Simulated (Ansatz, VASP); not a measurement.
## One calculation of HfZrS4, two programs

```
CELL_PARAMETERS angstrom
6.53107 0.00000 0.00065
0.00000 3.67054 0.00000
0.00070 0.00000 6.34974
ATOMIC_POSITIONS crystal
Zr 0.00000 0.00000 0.00000
Hf 0.00000 0.50000 0.50000
S 0.77838 0.50000 0.16883
S 0.77882 0.00000 0.66446
S 0.22162 0.50000 0.83117
S 0.22118 0.00000 0.33554
```

Alike in both runs: functional PBE; k mesh 4 × 6 × 4; occupations gaussian, width 0.1 eV; no spin polarisation.

Ansatz relaxed the structure, and its values are those at the end. VASP's run is a single point on that final structure, the one shown.

```csv
,VASP,Ansatz
version,VASP 6.6.1,Ansatz 0.2.0
potentials or method,"VASP PAW PBE potentials, release 64 (Zr_sv, Hf_pv, S), cutoff 520 eV","scalar-relativistic, plane waves, PAW"
valence electrons in the cell,46,62
```

```tsv
	VASP	Ansatz	Ansatz less VASP
gap on the k mesh at the Fermi level (eV)	1.13	1.12	-0.006
least direct gap on the mesh (eV)	1.18	1.17	-0.007
pressure (GPa)	-0.1	0.1	+0.27
rms of the force components (eV/Å)	0.022	0.005	-0.0169
```

VASP's potentials hold 46 valence electrons a cell and Ansatz's 62, so a difference there can come from the potentials and not from the codes.

Spin-orbit coupling is off throughout.
